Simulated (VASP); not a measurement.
InTe4, 5 atoms in the cell. It takes space group Pm-3m (No. 221, cubic). Conventional cell: a = 5.848 Å, b = 5.848 Å, c = 5.848 Å, α = 90.00°, β = 90.00°, γ = 90.00°. In (site symmetry m-3m) has 20 Te at 4.14 to 5.06 Å within 5.4 Å. Within 3.9 Å of Te (site symmetry 4/mmm) lie 2 Te at 2.92 Å. Te (site symmetry m-3m) has 6 Te at 2.92 Å within 3.9 Å. 

| Quantity | Value |
| --- | --- |
| Program | VASP 6.6.1 |
| Task | single point |
| Functional | PBE |
| Potentials or basis | VASP PAW PBE potentials, release 64 (In_d, Te) |
| Cutoff | 520 eV |
| k mesh | 6 × 6 × 6 |
| Occupations | gaussian, width 0.1 eV |
| Spin | no spin polarisation |
| Dipole correction | no |
| Further INCAR settings | ALGO = Normal; EDIFF = 1e-06; NBANDS = 26 |

Potentials or basis: VASP PAW PBE potentials, release 64 (In_d, Te).

Command:

```bash
$ cat potpaw_PBE.64/In_d/POTCAR potpaw_PBE.64/Te/POTCAR > POTCAR
$ mpirun -np 1 vasp_std > vasp.out
```

Hardware: 1 thread of Intel Xeon 6975P-C (shared host).

Q: Estimate the wall time of this run.

A: Wall time 100 s on 1 thread of Intel Xeon 6975P-C (shared host), peak memory 0.37 GiB. Counts: scf iterations 13, k points 20.
